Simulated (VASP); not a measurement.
# TiN (pbe) (Fm-3m) in VASP: further runs

Runs on TiN (pbe). Level: PBE. Tasks: single point, relaxation of cell and atoms.

Everything below comes from runs of VASP 6.6.1. Logs are shortened: lines on timing, memory, paths and dates and some standing lists are left out, and cuts for length are marked.

### Step 1. The cell of the first run

Symmetry: Fm-3m, No. 225, cubic system. Conventional cell: a = 4.241 Å, b = 4.241 Å, c = 4.241 Å, α = 90.00°, β = 90.00°, γ = 90.00°. Within 2.8 Å of Ti (site symmetry m-3m) lie 6 N at 2.12 Å. Within 2.8 Å of N (site symmetry m-3m) lie 6 Ti at 2.12 Å.

### Step 2. Single point, PBE

File INCAR:

```
PREC = Accurate
ENCUT = 520
EDIFF = 1E-6
ISMEAR = 0
SIGMA = 0.1
LREAL = False
LASPH = True
NELM = 100
ALGO = Normal
ISIF = 2
LWAVE = False
LCHARG = True
GGA = PE
LELF = True
LVHAR = True
NBANDS = 16
```

File KPOINTS:

```
regular mesh
0
Gamma
  8 8 8
```

File POSCAR:

```
TiN
1.0
    0.0000000000      2.1206234500      2.1206234500
    2.1206234500      0.0000000000      2.1206234500
    2.1206234500      2.1206234500      0.0000000000
Ti N
1 1
Direct
    0.0000000000      0.0000000000      0.0000000000
    0.5000000000      0.5000000000      0.5000000000
```

Potentials or basis: VASP PAW PBE potentials, release 64 (Ti_sv, N).

On the command line:

```sh
$ cat potpaw_PBE.64/Ti_sv/POTCAR potpaw_PBE.64/N/POTCAR > POTCAR
$ mpirun -np 1 vasp_std > vasp.out
```

OUTCAR:

```text
PREC = Accurate
   ENCUT = 520
   EDIFF = 1E-6
   ISMEAR = 0
   LREAL = False
   LASPH = True
   NELM = 100
   ISIF = 2
   GGA = PE

 ion  position               nearest neighbor table
   1  0.000  0.000  0.000-   2 2.12   2 2.12   2 2.12   2 2.12   2 2.12   2 2.12
   2  0.500  0.500  0.500-   1 2.12   1 2.12   1 2.12   1 2.12   1 2.12   1 2.12

  LATTYP: Found a face centered cubic cell.
 ALAT       =     4.2412469000

  Lattice vectors:

 A1 = (   0.0000000000,   2.1206234500,   2.1206234500)
 A2 = (   2.1206234500,   0.0000000000,   2.1206234500)
 A3 = (   2.1206234500,   2.1206234500,   0.0000000000)

Analysis of symmetry for initial positions (statically):
=====================================================================
 Subroutine PRICEL returns:
 Original cell was already a primitive cell.

 Routine SETGRP: Setting up the symmetry group for a
 face centered cubic supercell.

 Subroutine GETGRP returns: Found 48 space group operations
 (whereof 48 operations were pure point group operations)
 out of a pool of 48 trial point group operations.

The static configuration has the point symmetry O_h .

Analysis of symmetry for dynamics (positions and initial velocities):
=====================================================================
 Subroutine PRICEL returns:
 Original cell was already a primitive cell.

 Routine SETGRP: Setting up the symmetry group for a
 face centered cubic supercell.

 Subroutine GETGRP returns: Found 48 space group operations
 (whereof 48 operations were pure point group operations)
 out of a pool of 48 trial point group operations.

The dynamic configuration has the point symmetry O_h .

 Subroutine INISYM returns: Found 48 space group operations
 (whereof 48 operations are pure point group operations),
 and found     1 'primitive' translations

----------------------------------------------------------------------------------------

                                     Primitive cell

  volume of cell :      19.0731

  direct lattice vectors                    reciprocal lattice vectors
     0.000000000  2.120623450  2.120623450    -0.235779718  0.235779718  0.235779718
     2.120623450  0.000000000  2.120623450     0.235779718 -0.235779718  0.235779718
     2.120623450  2.120623450  0.000000000     0.235779718  0.235779718 -0.235779718

  length of vectors
     2.999014444  2.999014444  2.999014444     0.408382452  0.408382452  0.408382452

  position of ions in fractional coordinates (direct lattice)
     0.000000000  0.000000000  0.000000000
     0.500000000  0.500000000  0.500000000

  ion indices of the primitive-cell ions
   primitive index   ion index
                 1           1
                 2           2

----------------------------------------------------------------------------------------

 KPOINTS: regular mesh

Automatic generation of k-mesh.
 Grid dimensions read from file:
 generate k-points for:    8    8    8

 Generating k-lattice:

  Cartesian coordinates                     Fractional coordinates (reciprocal lattice)
    -0.029472465  0.029472465  0.029472465     0.125000000  0.000000000  0.000000000
     0.029472465 -0.029472465  0.029472465     0.000000000  0.125000000  0.000000000
     0.029472465  0.029472465 -0.029472465     0.000000000  0.000000000  0.125000000

  Length of vectors
     0.051047806  0.051047806  0.051047806

  Shift w.r.t. Gamma in fractional coordinates (k-lattice)
     0.000000000  0.000000000  0.000000000

 Subroutine IBZKPT returns following result:
 ===========================================

 Found     29 irreducible k-points:

 Following reciprocal coordinates:
            Coordinates               Weight
  0.000000  0.000000  0.000000      1.000000
  0.125000  0.000000  0.000000      8.000000
  0.250000  0.000000  0.000000      8.000000
  0.375000  0.000000  0.000000      8.000000
  0.500000  0.000000  0.000000      4.000000
  0.125000  0.125000  0.000000      6.000000
[... 16 lines left out ...]
  0.500000  0.250000  0.125000     48.000000
 -0.375000  0.250000  0.125000     24.000000
 [... further k-points ...]
   k-points           NKPTS =     29   k-points in BZ     NKDIM =     29   number of bands    NBANDS=     16
   number of dos      NEDOS =    301   number of ions     NIONS =      2
   total plane-waves  NPLWV =  13824
   dimension x,y,z NGX =    24 NGY =   24 NGZ =   24
   dimension x,y,z NGXF=    48 NGYF=   48 NGZF=   48
   ions per type =               1   1
   NGX,Y,Z   is equivalent  to a cutoff of  13.30, 13.30, 13.30 a.u.
   NGXF,Y,Z  is equivalent  to a cutoff of  26.61, 26.61, 26.61 a.u.
 SYSTEM =  unknown system
   PREC   = accura    normal or accurate (medium, high low for compatibility)
   ISTART =      0    job   : 0-new  1-cont  2-samecut
   ICHARG =      2    charge: 1-file 2-atom 10-const
   ISPIN  =      1    spin polarized calculation?
   LNONCOLLINEAR =      F non collinear calculations
   LSORBIT =      F    spin-orbit coupling
   LASPH  =      T    aspherical Exc in radial PAW
   ENCUT  =  520.0 eV  38.22 Ry    6.18 a.u.   5.58  5.58  5.58*2*pi/ulx,y,z
   NELM   =    100;   NELMIN=  2; NELMDL= -5     # of ELM steps
   EDIFF  = 0.1E-05   stopping-criterion for ELM
   LREAL  =      F    real-space projection
   EDIFFG = 0.1E-04   stopping-criterion for IOM
   NSW    =      0    number of steps for IOM
   IBRION =     -1    ionic relax: 0-MD 1-quasi-New 2-CG
   NFREE  =      0    steps in history (QN), initial steepest desc. (CG)
   ISIF   =      2    stress and relaxation
   ISYM   =      2    0-nonsym 1-usesym 2-fastsym
   POTIM  = 0.5000    time-step for ionic-motion
   TEBEG  =    0.0;   TEEND  =   0.0 temperature during run
   PSTRESS=    0.0 pullay stress
   NELECT =      17.0000    total number of electrons
   NUPDOWN=      -1.0000    fix difference up-down
   EMIN   =  10.00;   EMAX   =-10.00  energy-range for DOS
   EFERMI =   0.00;   METHOD = LEGACY
   ISMEAR =     0;   SIGMA  =   0.10  broadening in eV -4-tet -1-fermi 0-gaus
   EFERMI_NEDOS =   21; number of points for ismear=-14 and -15
   IALGO  =     38    algorithm
   IMIX   =      4    mixing-type and parameters
     AMIX     =   0.40;   BMIX     =  1.00
     AMIX_MAG =   1.60;   BMIX_MAG =  1.00
  volume/ion in A,a.u.               =       9.54        64.36
  Fermi-wavevector in a.u.,A,eV,Ry     =   1.575497  2.977258 33.772256  2.482191
  Thomas-Fermi vector in A             =   2.676472
   LORBIT       =      0    0 simple, 1 ext, 2 COOP (PROOUT), +10 PAW based schemes
   GGA     = PE    functional components
   LHFCALC =     F    Hartree Fock is set to
   AEXX    =    0.0000 exact exchange contribution
   IVDW    =     0    specifies the selected vdW correction
   LEPSILON=     F    determine dielectric tensor
   LRPA    =     F    only Hartree local field effects (RPA)
 non-spin polarized calculation
 Gauss-broadening in eV      SIGMA  =   0.10
  energy-cutoff  :      520.00
  volume of cell :       19.07
 maximum number of plane-waves:       531
 NGX is ok and might be reduce to    24
   NGX = 11   NGY = 11   NGZ = 11

 number of electron      17.0000002 magnetization

 Free energy of the ion-electron system (eV)
  ---------------------------------------------------
  ext. energy  EPLUGINS =         0.00000000
  ---------------------------------------------------
  free energy    TOTEN  =       -19.62726884 eV

  energy without entropy =      -19.61869234  energy(sigma->0) =      -19.62298059

 E-fermi :  11.4720     XC(G=0): -13.0214

 val. band max:       11.4718748750   @ k =   0.3750   0.1250   0.0000
 cond. band min:      11.4931217947   @ k =  -0.3750   0.3750   0.1250
 fundamental gap:      0.0212469196
 Fermi energy:        11.4719552598

 k-point     1 :       0.0000    0.0000    0.0000
  band No.  band energies     occupation
      1     -46.4057      2.00000
      2     -22.3856      2.00000
      3     -22.3856      2.00000
      4     -22.3856      2.00000
      5      -5.6557      2.00000
      6       9.4025      2.00000
[... 8 lines left out ...]
     15      24.6288      0.00000
     16      31.2039      0.00000

 k-point     2 :       0.1250    0.0000    0.0000
  band No.  band energies     occupation
      1     -46.3916      2.00000
      2     -22.4842      2.00000
      3     -22.3938      2.00000
      4     -22.3938      2.00000
      5      -5.3580      2.00000
      6       8.0339      2.00000
[... 8 lines left out ...]
     15      24.7538      0.00000
     16      30.7357      0.00000

 k-point     3 :       0.2500    0.0000    0.0000
  band No.  band energies     occupation
      1     -46.3574      2.00000
      2     -22.7160      2.00000
      3     -22.4137      2.00000
      4     -22.4137      2.00000
      5      -4.5791      2.00000
      6       5.9050      2.00000
[... 8 lines left out ...]
     15      24.3598      0.00000
     16      28.9974      0.00000

 k-point     4 :       0.3750    0.0000    0.0000
  band No.  band energies     occupation
      1     -46.3230      2.00000
      2     -22.9394      2.00000
      3     -22.4334      2.00000
      4     -22.4334      2.00000
      5      -3.6577      2.00000
      6       4.1180      2.00000
[... 8 lines left out ...]
     15      24.6286      0.00000
     16      26.9207      0.00000

 k-point     5 :       0.5000    0.0000    0.0000
  band No.  band energies     occupation
      1     -46.3087      2.00000
      2     -23.0297      2.00000
      3     -22.4414      2.00000
      4     -22.4414      2.00000
      5      -3.1986      2.00000
      6       3.3709      2.00000
[... 8 lines left out ...]
     15      25.2019      0.00000
     16      26.0023      0.00000

 k-point     6 :       0.1250    0.1250    0.0000
  band No.  band energies     occupation
      1     -46.3869      2.00000
      2     -22.4775      2.00000
      3     -22.4156      2.00000
      4     -22.4156      2.00000
      5      -5.2807      2.00000
      6       7.2724      2.00000
[... 8 lines left out ...]
     15      24.9371      0.00000
     16      30.1500      0.00000

 k-point     7 :       0.2500    0.1250    0.0000
  band No.  band energies     occupation
      1     -46.3595      2.00000
      2     -22.6469      2.00000
      3     -22.4451      2.00000
      4     -22.4324      2.00000
      5      -4.7268      2.00000
      6       5.9450      2.00000
[... 8 lines left out ...]
     15      24.7686      0.00000
     16      28.9398      0.00000

 k-point     8 :       0.3750    0.1250    0.0000
  band No.  band energies     occupation
      1     -46.3252      2.00000
      2     -22.8591      2.00000
      3     -22.4649      2.00000
      4     -22.4622      2.00000
      5      -3.9429      2.00000
      6       4.6653      2.00000
[... 8 lines left out ...]
     15      24.3748      0.00000
     16      26.9698      0.00000

 k-point     9 :       0.5000    0.1250    0.0000
  band No.  band energies     occupation
      1     -46.3042      2.00000
      2     -22.9838      2.00000
      3     -22.4958      2.00000
      4     -22.4636      2.00000
      5      -3.3686      2.00000
      6       3.7941      2.00000
[... 8 lines left out ...]
     15      24.8068      0.00000
     16      25.7123      0.00000
[... 172 lines left out ...]
 k-point    19 :       0.5000    0.3750    0.0000
  band No.  band energies     occupation
      1     -46.2823      2.00000
      2     -22.8858      2.00000
      3     -22.6212      2.00000
      4     -22.5691      2.00000
      5      -4.1045      2.00000
      6       5.4662      2.00000
[... 8 lines left out ...]
     15      23.5636      0.00000
     16      25.2167      0.00000

 k-point    20 :      -0.3750    0.3750    0.0000
  band No.  band energies     occupation
      1     -46.2801      2.00000
      2     -22.8267      2.00000
      3     -22.7372      2.00000
      4     -22.5381      2.00000
      5      -3.8253      2.00000
      6       5.6336      2.00000
[... 8 lines left out ...]
     15      23.1054      0.00000
     16      24.2377      0.00000

 k-point    21 :       0.5000    0.5000    0.0000
  band No.  band energies     occupation
      1     -46.2777      2.00000
      2     -22.9194      2.00000
      3     -22.5907      2.00000
      4     -22.5907      2.00000
      5      -4.2452      2.00000
      6       5.6170      2.00000
[... 8 lines left out ...]
     15      23.2203      0.00000
     16      25.8644      0.00000

 k-point    22 :       0.3750    0.2500    0.1250
  band No.  band energies     occupation
      1     -46.3321      2.00000
      2     -22.7579      2.00000
      3     -22.5277      2.00000
      4     -22.4463      2.00000
      5      -4.2395      2.00000
      6       5.1215      2.00000
[... 8 lines left out ...]
     15      24.4162      0.00000
     16      26.5959      0.00000

 k-point    23 :       0.5000    0.2500    0.1250
  band No.  band energies     occupation
      1     -46.3045      2.00000
      2     -22.8741      2.00000
      3     -22.5856      2.00000
      4     -22.4767      2.00000
      5      -3.7230      2.00000
      6       4.5553      2.00000
[... 8 lines left out ...]
     15      24.0284      0.00000
     16      25.4626      0.00000

 k-point    24 :      -0.3750    0.2500    0.1250
  band No.  band energies     occupation
      1     -46.2930      2.00000
      2     -22.9245      2.00000
      3     -22.6006      2.00000
      4     -22.4954      2.00000
      5      -3.4977      2.00000
      6       4.3244      2.00000
[... 8 lines left out ...]
     15      24.2524      0.00000
     16      25.1820      0.00000

 [... further k-points ...]

------------------------ aborting loop because EDIFF is reached ----------------------------------------

  FORCE on cell =-STRESS in cart. coord.  units (eV):
  Direction    XX          YY          ZZ          XY          YZ          ZX
  --------------------------------------------------------------------------------------
  -------------------------------------------------------------------------------------
  Total        0.2087183      0.2087183      0.2087183      0.0000000     -0.0000000      0.0000000
  in kB       17.5327637     17.5327637     17.5327637      0.0000000     -0.0000000      0.0000000
  external PRESSURE =      17.5327637 kB  Pullay stress =       0.0000000 kB

 VOLUME and BASIS-vectors are now :
 -----------------------------------------------------------------------------
  energy-cutoff  :      520.00
  volume of cell :       19.07
      direct lattice vectors                 reciprocal lattice vectors
     0.000000000  2.120623450  2.120623450    -0.235779718  0.235779718  0.235779718
     2.120623450  0.000000000  2.120623450     0.235779718 -0.235779718  0.235779718
     2.120623450  2.120623450  0.000000000     0.235779718  0.235779718 -0.235779718

 POSITION                                       TOTAL-FORCE (eV/Angst)
 -----------------------------------------------------------------------------------
      0.00000      0.00000      0.00000        -0.000000     -0.000000     -0.000000
      2.12062      2.12062      2.12062         0.000000      0.000000      0.000000
 -----------------------------------------------------------------------------------
    total drift:                                0.000000     -0.000000     -0.000000

  FREE ENERGIE OF THE ION-ELECTRON SYSTEM (eV)
  ---------------------------------------------------
  free  energy   TOTEN  =       -19.6272688376 eV

  energy  without entropy=      -19.6186923432  energy(sigma->0) =      -19.62298059
```

Wall time 6.8 s (1 thread of Intel Xeon Platinum 8488C (Sapphire Rapids), shared host); peak memory 0.13 GiB.

What came out:

- Free energy: -19.6273 eV
- Pressure: 1.8 GPa

### Step 3. Single point, PBE

This run uses another cell than the first one, of 9.57 Å³/atom, 1.004 times its volume.

File INCAR:

```
PREC = Accurate ; ENCUT = 520
EDIFF = 1E-6 ; ISMEAR = 0
SIGMA = 0.1 ; LREAL = F
LASPH = T ; NELM = 60
ALGO = Normal ; ISIF = 2
LWAVE = F ; LCHARG = F
GGA = PE ; NBANDS = 16
```

File KPOINTS:

```
Automatic mesh
0
Gamma
  18 18 18
```

File POSCAR:

```
TiN
1.0
    0.0000000000      2.1233200922      2.1233200922
    2.1233200922      0.0000000000      2.1233200922
    2.1233200922      2.1233200922      0.0000000000
Ti N
1 1
Direct
    0.0000000000      0.0000000000      0.0000000000
    0.5000000000      0.5000000000      0.5000000000
```

Potentials or basis: VASP PAW PBE potentials, release 64 (Ti_sv, N).

On the command line:

```sh
$ cat potpaw_PBE.64/Ti_sv/POTCAR potpaw_PBE.64/N/POTCAR > POTCAR
$ mpirun -np 1 vasp_std > vasp.out
```

Run time: 35 s. Hardware: 1 thread of Intel Xeon Platinum 8488C (Sapphire Rapids), shared host; peak memory 0.18 GiB.

The run converged. Its results:

```
Free energy : -19.6385 eV
Pressure    : 0.5 GPa
```

Levels at points of the mesh, in eV from the Fermi level:
| k point | band 7 | band 8 | band 9 | band 10 | band 11 | band 12 |
| --- | --- | --- | --- | --- | --- | --- |
| (0.00, 0.00, 0.00) | -2.04 | -2.04 | -0.61 | -0.61 | -0.61 | 0.57 |
| (0.50, 0.00, 0.00) | -5.46 | -5.46 | 1.67 | 1.67 | 2.34 | 5.70 |
| (0.50, 0.50, 0.00) | -3.23 | -3.23 | -3.05 | 1.63 | 2.37 | 2.37 |

### Step 4. Single point, PBE

This run uses another cell than the first one, of 9.59 Å³/atom, 1.005 times its volume.

File INCAR:

```
SYSTEM = TiN
  ALGO = Normal
  EDIFF = 1E-7
  ENCUT = 520
  GGA = PE
  ISIF = 2
  ISMEAR = -1
  LASPH = .TRUE.
  LCHARG = .TRUE.
  LELF = .TRUE.
  LREAL = .FALSE.
  LVHAR = .TRUE.
  LWAVE = .FALSE.
  NBANDS = 16
  NELM = 60
  PREC = Accurate
  SIGMA = 0.15
```

File KPOINTS:

```
k-points
0
G
  18 18 18
  0 0 0
```

File POSCAR:

```
TiN
1.0
    0.0000000000      2.1242732344      2.1242732344
    2.1242732344      0.0000000000      2.1242732344
    2.1242732344      2.1242732344      0.0000000000
Ti N
1 1
Direct
    0.0000000000      0.0000000000      0.0000000000
    0.5000000000      0.5000000000      0.5000000000
```

On the command line:

```sh
$ cat potpaw_PBE.64/Ti_sv/POTCAR potpaw_PBE.64/N/POTCAR > POTCAR
$ mpirun -np 1 vasp_std > vasp.out
```

Wall time 42 s (1 thread of Intel Xeon Platinum 8488C (Sapphire Rapids), shared host); peak memory 0.18 GiB.

Results (log left out):

```yaml
Free_energy: -19.6685 eV
Pressure: 0.5 GPa
```

Levels at points of the mesh, in eV from the Fermi level:
```
           k point  band 7  band 8  band 9  band 10  band 11  band 12
(0.00, 0.00, 0.00)   -2.02   -2.02   -0.59    -0.59    -0.59     0.59
(0.50, 0.00, 0.00)   -5.44   -5.44    1.69     1.69     2.35     5.71
(0.50, 0.50, 0.00)   -3.21   -3.21   -3.03     1.64     2.38     2.38
```

(Continued in part 2 of 2.)
